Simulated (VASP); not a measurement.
# CuO (Cc) in VASP: single point with PBE+U

Aim: the single point of CuO with PBE+U.

Everything below comes from runs of VASP 6.6.1. Logs are shortened: lines on timing, memory, paths and dates and some standing lists are left out, and cuts for length are marked.

**1. The cell of the first run**

Symmetry: Cc, No. 9, monoclinic system. Conventional cell: a = 4.689 Å, b = 3.427 Å, c = 5.132 Å, α = 90.00°, β = 99.65°, γ = 90.00°. Cu (site symmetry 1) has 4 O at 1.91 to 2.02 Å within 2.5 Å. Within 2.5 Å of O (site symmetry 1) lie 4 Cu at 1.91 to 2.02 Å.

**2. Single point, PBE+U, collinear spin**

Contents of INCAR:

```
SYSTEM = CuO
PREC     = Accurate       ! precision mode
ENCUT    = 820            ! plane-wave cutoff, eV
EDIFF    = 1E-6           ! SCF threshold, eV
ISMEAR   = 0              ! smearing method
SIGMA    = 0.05           ! smearing width, eV
LREAL    = .False.        ! projectors in reciprocal space
LASPH    = .True.         ! aspherical terms in the spheres
NELM     = 200            ! most SCF steps
ALGO     = Normal         ! electronic algorithm
ISIF     = 2              ! what is computed and relaxed
LWAVE    = .False.        ! write WAVECAR
LCHARG   = .True.         ! write CHGCAR
ISPIN    = 2              ! spin polarisation
MAGMOM   = 1 1 0 0        ! initial moments
LORBIT   = 11             ! projections on sites
LMAXMIX  = 4              ! l up to which the mixer works
LDAU     = .True.         ! DFT+U
LDAUTYPE = 1            
LDAUL    = 2 -1           ! shell
LDAUU    = 5 0            ! U, eV
LDAUJ    = 0.9 0        
LDAUPRINT= 1            
GGA      = PE             ! functional
LELF     = .True.         ! ELF
LVHAR    = .True.       
NBANDS   = 37             ! bands
GGA_COMPAT= .False.
```

Contents of KPOINTS:

```
regular mesh
0
Gamma
  7 7 4
  0 0 0
```

Contents of POSCAR:

```
CuO
1.0
    2.3446497600     -1.7133998200      0.0000000000
    2.3446497600      1.7133998200      0.0000000000
   -0.8605499100      0.0000000000      5.0594394800
Cu O
2 2
Direct
    0.0032000000      0.4968000000      0.0000000000
    0.4968000000      0.0032000000      0.5000000000
    0.5714000000      0.4056000000      0.2537000000
    0.4056000000      0.5714000000      0.7537000000
```

Potentials or basis: VASP PAW PBE potentials, release 64 (Cu_sv_GW, O).

Started as:

```sh
cat potpaw_PBE.64/Cu_sv_GW/POTCAR potpaw_PBE.64/O/POTCAR > POTCAR
mpirun -np 1 vasp_std > vasp.out
```

OUTCAR:

```text
SYSTEM = CuO
   PREC = Accurate
   ENCUT = 820
   EDIFF = 1E-6
   ISMEAR = 0
   LREAL = .False.
   LASPH = .True.
   NELM = 200
   ISIF = 2
   ISPIN = 2
   LORBIT = 11
   GGA = PE

 ion  position               nearest neighbor table
   1  0.003  0.497  0.000-   4 1.91   3 1.93   4 1.98   3 2.02
   2  0.497  0.003  0.500-   3 1.91   4 1.93   3 1.98   4 2.02
   3  0.571  0.406  0.254-   2 1.91   1 1.93   2 1.98   1 2.02
   4  0.406  0.571  0.754-   1 1.91   2 1.93   1 1.98   2 2.02

  LATTYP: Found a base centered monoclinic cell.
 ALAT       =     4.6892995200
 B/A-ratio  =     0.7307700490
 C/A-ratio  =     1.0944283419
 COS(beta)  =    -0.1676798045

  Lattice vectors:

 A1 = (   2.3446497600,  -1.7133998200,   0.0000000000)
 A2 = (   2.3446497600,   1.7133998200,   0.0000000000)
 A3 = (  -0.8605499100,   0.0000000000,   5.0594394800)

Analysis of symmetry for initial positions (statically):
=====================================================================
 Subroutine PRICEL returns:
 Original cell was already a primitive cell.

 Routine SETGRP: Setting up the symmetry group for a
 base centered monoclinic supercell.

 Subroutine GETGRP returns: Found  2 space group operations
 (whereof  1 operations were pure point group operations)
 out of a pool of  4 trial point group operations.

The static configuration has the point symmetry C_1 .
 The point group associated with its full space group is C_1h.

Analysis of symmetry for dynamics (positions and initial velocities):
=====================================================================
 Subroutine PRICEL returns:
[... 224 lines left out ...]
 occupancies and eigenvectors

  o =  0.3213  v =  0.0000  0.0000  0.0000  0.0000  0.0000 -0.1101 -0.5551 -0.0084 -0.7817  0.2621      0.0000  0.0000  0.0000  0.0000  0.0000  0.0000  0.0000  0.0000  0.0000  0.0000
  o =  0.9200  v =  0.0000  0.0000  0.0000  0.0000  0.0000 -0.8429 -0.2181 -0.4113  0.2317 -0.1381      0.0000  0.0000  0.0000  0.0000  0.0000  0.0000  0.0000  0.0000  0.0000  0.0000
  o =  0.9312  v =  0.8622  0.2044  0.4008 -0.2097  0.1008  0.0000  0.0000  0.0000  0.0000  0.0000      0.0000  0.0000  0.0000  0.0000  0.0000  0.0000  0.0000  0.0000  0.0000  0.0000
  o =  0.9433  v =  0.0000  0.0000  0.0000  0.0000  0.0000  0.1479 -0.1088 -0.0745 -0.2596 -0.9451      0.0000  0.0000  0.0000  0.0000  0.0000  0.0000  0.0000  0.0000  0.0000  0.0000
  o =  0.9444  v =  0.0000  0.0000  0.0000  0.0000  0.0000 -0.1606  0.7638 -0.3743 -0.4979  0.0532      0.0000  0.0000  0.0000  0.0000  0.0000  0.0000  0.0000  0.0000  0.0000  0.0000
  o =  0.9506  v = -0.1106  0.7200 -0.3838 -0.5513 -0.1348  0.0000  0.0000  0.0000  0.0000  0.0000      0.0000  0.0000  0.0000  0.0000  0.0000  0.0000  0.0000  0.0000  0.0000  0.0000
  o =  0.9512  v =  0.1482 -0.2745 -0.0189 -0.1455 -0.9387  0.0000  0.0000  0.0000  0.0000  0.0000      0.0000  0.0000  0.0000  0.0000  0.0000  0.0000  0.0000  0.0000  0.0000  0.0000
  o =  0.9556  v =  0.0000  0.0000  0.0000  0.0000  0.0000  0.4792 -0.2215 -0.8277  0.1413  0.1270      0.0000  0.0000  0.0000  0.0000  0.0000  0.0000  0.0000  0.0000  0.0000  0.0000
  o =  0.9577  v = -0.4638  0.2232  0.8317 -0.1627 -0.1300  0.0000  0.0000  0.0000  0.0000  0.0000      0.0000  0.0000  0.0000  0.0000  0.0000  0.0000  0.0000  0.0000  0.0000  0.0000
  o =  0.9947  v =  0.0848  0.5610  0.0065  0.7774 -0.2713  0.0000  0.0000  0.0000  0.0000  0.0000      0.0000  0.0000  0.0000  0.0000  0.0000  0.0000  0.0000  0.0000  0.0000  0.0000

 number of electron      49.9999991 magnetization       2.0000092

 Free energy of the ion-electron system (eV)
  ---------------------------------------------------
  ext. energy  EPLUGINS =         0.00000000
  ---------------------------------------------------
  free energy    TOTEN  =       -16.49619774 eV

  energy without entropy =      -16.49619774  energy(sigma->0) =      -16.49619774

 E-fermi :   5.6268     XC(G=0): -12.2259

 val. band max:        5.3367154578   @ k =   0.4286   0.4286   0.0000
 cond. band min:       5.8969720886   @ k =  -0.4286   0.4286   0.0000
 fundamental gap:      0.5602566308
 Fermi energy:         5.6267730860

 spin component 1

 k-point     1 :       0.0000    0.0000    0.0000
  band No.  band energies     occupation
      1    -107.4157      1.00000
      2    -107.4152      1.00000
      3     -65.1848      1.00000
      4     -65.1812      1.00000
      5     -65.1331      1.00000
      6     -65.1285      1.00000
[... 1913 lines left out ...]
     36      23.8808      0.00000
     37      25.7925      0.00000

 [... further k-points ...]
[... 5 lines left out ...]
  --------------------------------------------------------------------------------------
  -------------------------------------------------------------------------------------
  Total        1.1586116      1.4161756      1.5644178      0.0000000      0.0000000     -0.0476855
  in kB       45.6645678     55.8159843     61.6586800      0.0000000      0.0000000     -1.8794356
  external PRESSURE =      54.3797440 kB  Pullay stress =       0.0000000 kB

 VOLUME and BASIS-vectors are now :
 -----------------------------------------------------------------------------
  energy-cutoff  :      820.00
  volume of cell :       40.65
      direct lattice vectors                 reciprocal lattice vectors
     2.344649760 -1.713399820  0.000000000     0.213251467 -0.291817470  0.036271514
     2.344649760  1.713399820  0.000000000     0.213251467  0.291817470  0.036271514
    -0.860549910  0.000000000  5.059439480     0.000000000  0.000000000  0.197650353

 POSITION                                       TOTAL-FORCE (eV/Angst)
 -----------------------------------------------------------------------------------
      1.17232      0.84573      0.00000        -0.715944      0.320139      0.302921
      0.74205     -0.84573      2.52972        -0.715944     -0.320139      0.302921
      2.07240     -0.28408      1.28358         0.715944      0.089127     -0.302921
      1.64213      0.28408      3.81330         0.715944     -0.089127     -0.302921
 -----------------------------------------------------------------------------------
    total drift:                               -0.001512      0.000000      0.000724

  FREE ENERGIE OF THE ION-ELECTRON SYSTEM (eV)
  ---------------------------------------------------
  free  energy   TOTEN  =       -16.4961977364 eV

  energy  without entropy=      -16.4961977364  energy(sigma->0) =      -16.49619774

 total charge

# of ion       s       p       d       f       tot
--------------------------------------------------
    1        2.244   6.372   8.844   0.013  17.473
    2        2.244   6.372   8.844   0.013  17.473
    3        1.553   3.455   0.000   0.000   5.008
    4        1.553   3.455   0.000   0.000   5.008
--------------------------------------------------
tot          7.593  19.655  17.688   0.026  44.963

 magnetization (x)

# of ion       s       p       d       f       tot
--------------------------------------------------
    1       -0.001   0.004   0.701   0.001   0.705
    2       -0.001   0.004   0.701   0.001   0.705
    3        0.020   0.250   0.000   0.000   0.270
    4        0.020   0.250   0.000   0.000   0.270
--------------------------------------------------
tot          0.038   0.509   1.401   0.002   1.950
```

Wall time 3.2 min (1 thread of Intel Xeon 6975P-C (Granite Rapids), shared host); peak memory 0.4 GiB.

What came out:

```yaml
Free_energy: -16.4962 eV
Pressure: 5.4 GPa
Largest_force: 0.841 eV/Å
Band_gap_on_the_k_mesh: 0.56 eV (least direct gap 0.58 eV)
Net_moment: 2.00 μB per cell
Site_moments: Cu +0.70; O +0.27 μB
Valence_electrons_inside_the_program's_atomic_spheres: Cu 17.47; O 5.01
```

Forces in eV/Å, atoms in the order of the input:
```
Cu  -0.716  0.320  0.303
Cu  -0.716 -0.320  0.303
O    0.716  0.089 -0.303
O    0.716 -0.089 -0.303
```

Eigenvalues of the final occupation matrices:
```tsv
site	spin	trace	eigenvalues
site 1 d	1	4.79	0.93 0.95 0.95 0.96 0.99
site 1 d	2	4.08	0.32 0.92 0.94 0.94 0.96
site 2 d	1	4.79	0.93 0.95 0.95 0.96 0.99
site 2 d	2	4.08	0.32 0.92 0.94 0.94 0.96
```

Caveat: the cell stands under pressure; semilocal functionals underestimate gaps, and a narrow one can read as zero.
